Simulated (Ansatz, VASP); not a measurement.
MgO: VASP beside Ansatz

```
Mg O
1.0
     0.00000    2.12450    2.12450
     2.12450    0.00000    2.12450
     2.12450    2.12450    0.00000
Mg O
1 1
Direct
  0.00000 0.00000 0.00000
  0.50000 0.50000 0.50000
```

Alike in both runs: task relaxation of cell and atoms; functional PBE; k mesh 10 × 10 × 10; occupations gaussian, width 0.02 eV; no spin polarisation.

|  | VASP | Ansatz |
| --- | --- | --- |
| version | VASP 6.6.1 | Ansatz 0.2.0 |
| potentials or method | VASP PAW PBE potentials, release 64 (Mg, O), cutoff 600 eV | scalar-relativistic, plane waves, PAW |
| valence electrons in the cell | 8 | 16 |

VASP gave:

* gap on the k mesh at the Fermi level, each at its own relaxed structure (eV): 4.51
* relaxed volume (Å³/atom): 9.56
* relaxed cell length with the largest relative difference (Å): 3.001

Which values does Ansatz return?

gap on the k mesh at the Fermi level, each at its own relaxed structure (eV): 4.46; relaxed volume (Å³/atom): 9.63; relaxed cell length with the largest relative difference (Å): 3.008.

VASP's potentials hold 8 valence electrons a cell and Ansatz's 16, so a difference there can come from the potentials and not from the codes.
